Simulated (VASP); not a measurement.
# Si (P6_3/mmc) in VASP: single point with HSE06

Aim: the single point of Si with HSE06.

Everything below comes from runs of VASP 6.6.1. Logs are shortened: lines on timing, memory, paths and dates and some standing lists are left out, and cuts for length are marked.

### 1 The cell of the first run

It takes space group P6_3/mmc (No. 194, hexagonal). Conventional cell: a = 3.832 Å, b = 3.832 Å, c = 6.341 Å, α = 90.00°, β = 90.00°, γ = 120.00°. Si (site symmetry 3m) has 4 Si at 2.35 to 2.37 Å within 3.1 Å.

This isn't the form of Si at room conditions, which is diamond.

### 2 Single point, HSE06

Input file POSCAR:

```
Si
1.0
    3.8321296575      0.0000000000      0.0000000000
   -1.9160648287      3.3187216340      0.0000000000
    0.0000000000      0.0000000000      6.3412164314
Si
4
Direct
    0.3333333333      0.6666666667      0.0005609359
    0.6666666667      0.3333333333      0.5005609359
    0.3333333333      0.6666666667      0.3744390641
    0.6666666667      0.3333333333      0.8744390641
```

Input file INCAR.step1:

```
PREC     = Accurate       # precision mode
ENCUT    = 520            # plane-wave cutoff, eV
EDIFF    = 1E-5           # SCF threshold, eV
ISMEAR   = 0              # smearing method
SIGMA    = 0.01           # smearing width, eV
LREAL    = False          # projectors in reciprocal space
LASPH    = True           # aspherical terms in the spheres
NELM     = 60             # most SCF steps
ALGO     = Normal         # electronic algorithm
ISIF     = 2              # what is computed and relaxed
LWAVE    = True           # write WAVECAR
LCHARG   = False          # write CHGCAR
GGA      = PE             # functional
NBANDS   = 16             # bands
```

Input file INCAR.step2:

```
PREC     = Accurate       # precision mode
ENCUT    = 520            # plane-wave cutoff, eV
EDIFF    = 1E-6           # SCF threshold, eV
ISMEAR   = 0              # smearing method
SIGMA    = 0.01           # smearing width, eV
LREAL    = False          # projectors in reciprocal space
LASPH    = True           # aspherical terms in the spheres
NELM     = 60             # most SCF steps
ALGO     = Normal         # electronic algorithm
ISIF     = 2              # what is computed and relaxed
LWAVE    = False          # write WAVECAR
LCHARG   = False          # write CHGCAR
GGA      = PE             # functional
LHFCALC  = True           # exact exchange
HFSCREEN = 0.2079         # screening, 1/A
PRECFOCK = Normal       
ISTART   = 1            
NBANDS   = 16             # bands
```

Input file KPOINTS:

```
regular mesh
0
Gamma
  6 6 4
```

Potentials or basis: VASP PAW PBE potentials, release 64 (Si).

Run with:

```bash
cat potpaw_PBE.64/Si/POTCAR > POTCAR
cp INCAR.step1 INCAR
mpirun -np 1 vasp_std > vasp.out
cp INCAR.step2 INCAR
mpirun -np 1 vasp_std > vasp.out
```

OUTCAR:

```text
PREC = Accurate
   ENCUT = 520
   EDIFF = 1E-6
   ISMEAR = 0
   LREAL = False
   LASPH = True
   NELM = 60
   ISIF = 2
   GGA = PE
   LHFCALC = True
   HFSCREEN = 0.2079
   PRECFOCK = Normal
   ISTART = 1

 ion  position               nearest neighbor table
   1  0.333  0.667  0.001-   4 2.35   4 2.35   4 2.35   3 2.37
   2  0.667  0.333  0.501-   3 2.35   3 2.35   3 2.35   4 2.37
   3  0.333  0.667  0.374-   2 2.35   2 2.35   2 2.35   1 2.37
   4  0.667  0.333  0.874-   1 2.35   1 2.35   1 2.35   2 2.37

  LATTYP: Found a hexagonal cell.
 ALAT       =     3.8321296575
 C/A-ratio  =     1.6547499689

  Lattice vectors:

 A1 = (   3.8321296575,   0.0000000000,   0.0000000000)
 A2 = (  -1.9160648287,   3.3187216340,   0.0000000000)
 A3 = (   0.0000000000,   0.0000000000,   6.3412164314)

Analysis of symmetry for initial positions (statically):
=====================================================================
 Subroutine PRICEL returns:
 Original cell was already a primitive cell.

 Routine SETGRP: Setting up the symmetry group for a
 hexagonal supercell.

 Subroutine GETGRP returns: Found 24 space group operations
 (whereof  6 operations were pure point group operations)
 out of a pool of 24 trial point group operations.

The static configuration has the point symmetry C_3v.
 The point group associated with its full space group is D_6h.

Analysis of symmetry for dynamics (positions and initial velocities):
=====================================================================
 Subroutine PRICEL returns:
 Original cell was already a primitive cell.

 Routine SETGRP: Setting up the symmetry group for a
 hexagonal supercell.

 Subroutine GETGRP returns: Found 24 space group operations
 (whereof  6 operations were pure point group operations)
 out of a pool of 24 trial point group operations.

The dynamic configuration has the point symmetry C_3v.
 The point group associated with its full space group is D_6h.

 Subroutine INISYM returns: Found 24 space group operations
 (whereof  6 operations are pure point group operations),
 and found     1 'primitive' translations

----------------------------------------------------------------------------------------

                                     Primitive cell

  volume of cell :      80.6461

  direct lattice vectors                    reciprocal lattice vectors
     3.832129657  0.000000000  0.000000000     0.260951505  0.150660421  0.000000000
    -1.916064829  3.318721634  0.000000000     0.000000000  0.301320843  0.000000000
     0.000000000  0.000000000  6.341216431     0.000000000  0.000000000  0.157698450

  length of vectors
     3.832129657  3.832129657  6.341216431     0.301320843  0.301320843  0.157698450

  position of ions in fractional coordinates (direct lattice)
     0.333333333  0.666666667  0.000560936
     0.666666667  0.333333333  0.500560936
     0.333333333  0.666666667  0.374439064
     0.666666667  0.333333333  0.874439064

  ion indices of the primitive-cell ions
   primitive index   ion index
                 1           1
                 2           2
                 3           3
                 4           4

----------------------------------------------------------------------------------------

 KPOINTS: regular mesh

Automatic generation of k-mesh.
 Grid dimensions read from file:
 generate k-points for:    6    6    4

 Generating k-lattice:

  Cartesian coordinates                     Fractional coordinates (reciprocal lattice)
     0.043491917  0.025110070  0.000000000     0.166666667  0.000000000  0.000000000
     0.000000000  0.050220140  0.000000000     0.000000000  0.166666667  0.000000000
     0.000000000  0.000000000  0.039424612     0.000000000  0.000000000  0.250000000

  Length of vectors
     0.050220140  0.050220140  0.039424612

  Shift w.r.t. Gamma in fractional coordinates (k-lattice)
     0.000000000  0.000000000  0.000000000

 Subroutine IBZKPT returns following result:
 ===========================================

 Found     21 irreducible k-points:

 Following reciprocal coordinates:
            Coordinates               Weight
  0.000000  0.000000  0.000000      1.000000
  0.166667 -0.000000  0.000000      6.000000
  0.333333 -0.000000  0.000000      6.000000
  0.500000 -0.000000  0.000000      3.000000
  0.166667  0.166667  0.000000      6.000000
  0.333333  0.166667  0.000000     12.000000
[... 13 lines left out ...]
  0.333333  0.166667  0.500000     12.000000
  0.333333  0.333333  0.500000      2.000000
   k-points           NKPTS =     21   k-points in BZ     NKDIM =    144   number of bands    NBANDS=     16
   number of dos      NEDOS =    301   number of ions     NIONS =      4
   total plane-waves  NPLWV =  43200
   dimension x,y,z NGX =    30 NGY =   30 NGZ =   48
   dimension x,y,z NGXF=    60 NGYF=   60 NGZF=   96
   ions per type =               4
   NGX,Y,Z   is equivalent  to a cutoff of  13.01, 13.01, 12.58 a.u.
   NGXF,Y,Z  is equivalent  to a cutoff of  26.03, 26.03, 25.17 a.u.
 SYSTEM =  unknown system
   PREC   = accura    normal or accurate (medium, high low for compatibility)
   ISTART =      1    job   : 0-new  1-cont  2-samecut
   ICHARG =      0    charge: 1-file 2-atom 10-const
   ISPIN  =      1    spin polarized calculation?
   LNONCOLLINEAR =      F non collinear calculations
   LSORBIT =      F    spin-orbit coupling
   LASPH  =      T    aspherical Exc in radial PAW
   ENCUT  =  520.0 eV  38.22 Ry    6.18 a.u.   7.13  7.13 11.79*2*pi/ulx,y,z
   NELM   =     60;   NELMIN=  2; NELMDL=  0     # of ELM steps
   EDIFF  = 0.1E-05   stopping-criterion for ELM
   LREAL  =      F    real-space projection
   EDIFFG = 0.1E-04   stopping-criterion for IOM
   NSW    =      0    number of steps for IOM
   IBRION =     -1    ionic relax: 0-MD 1-quasi-New 2-CG
   NFREE  =      0    steps in history (QN), initial steepest desc. (CG)
   ISIF   =      2    stress and relaxation
   ISYM   =      3    0-nonsym 1-usesym 2-fastsym
   POTIM  = 0.5000    time-step for ionic-motion
   TEBEG  =    0.0;   TEEND  =   0.0 temperature during run
   PSTRESS=    0.0 pullay stress
   NELECT =      16.0000    total number of electrons
   NUPDOWN=      -1.0000    fix difference up-down
   EMIN   =  10.00;   EMAX   =-10.00  energy-range for DOS
   EFERMI =   0.00;   METHOD = LEGACY
   ISMEAR =     0;   SIGMA  =   0.01  broadening in eV -4-tet -1-fermi 0-gaus
   EFERMI_NEDOS =   21; number of points for ismear=-14 and -15
   IALGO  =     38    algorithm
   IMIX   =      1    mixing-type and parameters
     AMIX     =   0.40;   BMIX     =  1.00
     AMIX_MAG =   1.60;   BMIX_MAG =  1.00
  volume/ion in A,a.u.               =      20.16       136.06
  Fermi-wavevector in a.u.,A,eV,Ry     =   0.954817  1.804343 12.404107  0.911676
  Thomas-Fermi vector in A             =   2.083599
   LORBIT       =      0    0 simple, 1 ext, 2 COOP (PROOUT), +10 PAW based schemes
   GGA     = PE    functional components
   LHFCALC =     T    Hartree Fock is set to
   PRECFOCK=normal    Normal, Fast or Accurate (Low or Medium for compatibility)
   ENCUT4O =  -1.0   cutoff for four orbital integrals eV
   NKREDX  =     1    reduce k-point grid by
   NKREDY  =     1    reduce k-point grid by
   NKREDZ  =     1    reduce k-point grid by
   AEXX    =    0.2500 exact exchange contribution
   HFSCREEN=    0.2079 screening length (either q_TF or 0.3 A-1)
   HFSCREENC=   0.2079 screening length for correlation (either q_TF or 0.3 A-1)
   ENCUTFOCK=  -1.0 apply spherical cutoff to Coloumb kernel
   IVDW    =     0    specifies the selected vdW correction
   LEPSILON=     F    determine dielectric tensor
   LRPA    =     F    only Hartree local field effects (RPA)
 non-spin polarized calculation
 Gauss-broadening in eV      SIGMA  =   0.01
  energy-cutoff  :      520.00
  volume of cell :       80.65
 maximum number of plane-waves:      2208
 NGX is ok and might be reduce to    30
  NGX = 24; NGY = 24; NGZ = 36

 number of electron      16.0000000 magnetization

 Free energy of the ion-electron system (eV)
  ---------------------------------------------------
  ext. energy  EPLUGINS =         0.00000000
  ---------------------------------------------------
  free energy    TOTEN  =       -25.03404427 eV

  energy without entropy =      -25.03404427  energy(sigma->0) =      -25.03404427

 E-fermi :   5.7399     XC(G=0):  -7.8220

 val. band max:        5.6863378846   @ k =   0.0000   0.0000   0.0000
 cond. band min:       6.6706729739   @ k =   0.5000  -0.0000   0.0000
 fundamental gap:      0.9843350893
 Fermi energy:         5.7399012376

 k-point     1 :       0.0000    0.0000    0.0000
  band No.  band energies     occupation
      1      -7.8474      2.00000
      2      -5.3197      2.00000
      3      -2.2897      2.00000
      4       4.0273      2.00000
      5       4.0273      2.00000
      6       5.3084      2.00000
[... 8 lines left out ...]
     15      10.7261      0.00000
     16      12.5169      0.00000

 k-point     2 :       0.1667   -0.0000    0.0000
  band No.  band energies     occupation
      1      -7.4912      2.00000
      2      -4.9529      2.00000
      3      -2.1260      2.00000
      4       2.0247      2.00000
      5       3.4415      2.00000
      6       3.7058      2.00000
[... 8 lines left out ...]
     15      11.9394      0.00000
     16      12.3700      0.00000

 k-point     3 :       0.3333   -0.0000    0.0000
  band No.  band energies     occupation
      1      -6.4726      2.00000
      2      -3.8946      2.00000
      3      -2.4446      2.00000
      4       0.3323      2.00000
      5       0.8627      2.00000
      6       2.6459      2.00000
[... 8 lines left out ...]
     15      13.6756      0.00000
     16      13.7976      0.00000
[... 305 lines left out ...]
 k-point    20 :       0.3333    0.1667    0.5000
  band No.  band energies     occupation
      1      -4.7615      2.00000
      2      -4.7615      2.00000
      3      -1.8848      2.00000
      4      -1.8848      2.00000
      5       1.7878      2.00000
      6       1.7878      2.00000
[... 8 lines left out ...]
     15      13.4831      0.00000
     16      13.4831      0.00000

 k-point    21 :       0.3333    0.3333    0.5000
  band No.  band energies     occupation
      1      -4.0186      2.00000
      2      -4.0186      2.00000
      3      -2.5202      2.00000
      4      -2.5202      2.00000
      5       0.8095      2.00000
      6       0.8095      2.00000
[... 8 lines left out ...]
     15      12.8726      0.00000
     16      12.8726      0.00000

------------------------ aborting loop because EDIFF is reached ----------------------------------------

  FORCE on cell =-STRESS in cart. coord.  units (eV):
  Direction    XX          YY          ZZ          XY          YZ          ZX
  --------------------------------------------------------------------------------------
  -------------------------------------------------------------------------------------
  Total       -0.2050648     -0.2050648     -0.4058714     -0.0000000      0.0000000      0.0000000
  in kB       -4.0739717     -4.0739717     -8.0633484     -0.0000000      0.0000000      0.0000000
  external PRESSURE =      -5.4037639 kB  Pullay stress =       0.0000000 kB

 VOLUME and BASIS-vectors are now :
 -----------------------------------------------------------------------------
  energy-cutoff  :      520.00
  volume of cell :       80.65
      direct lattice vectors                 reciprocal lattice vectors
     3.832129657  0.000000000  0.000000000     0.260951505  0.150660421  0.000000000
    -1.916064829  3.318721634  0.000000000     0.000000000  0.301320843  0.000000000
     0.000000000  0.000000000  6.341216431     0.000000000  0.000000000  0.157698450

 POSITION                                       TOTAL-FORCE (eV/Angst)
 -----------------------------------------------------------------------------------
     -0.00000      2.21248      0.00356        -0.000000     -0.000000     -0.020423
      1.91606      1.10624      3.17417         0.000000      0.000000     -0.020423
     -0.00000      2.21248      2.37440         0.000000     -0.000000      0.020423
      1.91606      1.10624      5.54501        -0.000000      0.000000      0.020423
 -----------------------------------------------------------------------------------
    total drift:                                0.000000      0.000000     -0.000000

  FREE ENERGIE OF THE ION-ELECTRON SYSTEM (eV)
  ---------------------------------------------------
  free  energy   TOTEN  =       -25.0340442705 eV

  energy  without entropy=      -25.0340442705  energy(sigma->0) =      -25.03404427
```

It took 81 min on 1 thread of Oxide Virtual Turin-like, shared host; peak memory 0.29 GiB.

What came out:

```
Free energy            : -25.0340 eV
Pressure               : -0.5 GPa
Largest force          : 0.020 eV/Å
Band gap on the k mesh : 0.98 eV (least direct gap 1.71 eV)
```

Forces in eV/Å, atoms in the order of the input:
```
Si   0.000  0.000 -0.020
Si   0.000  0.000 -0.020
Si   0.000  0.000  0.020
Si   0.000  0.000  0.020
```

Levels at points of the mesh, in eV from the valence-band top:
| k point | band 4 | band 5 | band 6 | band 7 | band 8 | band 9 | band 10 | band 11 | band 12 | band 13 |
| --- | --- | --- | --- | --- | --- | --- | --- | --- | --- | --- |
| (0.00, 0.00, 0.00) | -1.66 | -1.66 | -0.38 | 0.00 | 0.00 | 1.71 | 2.72 | 2.72 | 3.08 | 4.45 |
| (0.50, 0.00, 0.00) | -6.60 | -5.10 | -3.35 | -3.19 | -1.58 | 0.98 | 3.07 | 3.64 | 3.89 | 5.35 |
| (0.00, 0.00, 0.50) | -4.62 | -1.00 | -1.00 | -1.00 | -1.00 | 2.53 | 2.53 | 3.76 | 3.76 | 3.76 |
| (0.50, 0.00, 0.50) | -8.03 | -2.67 | -2.67 | -2.64 | -2.64 | 1.52 | 1.52 | 2.30 | 2.30 | 6.59 |

Caveat: the PAW data sets were made with another functional, which shifts forces and pressure a little.
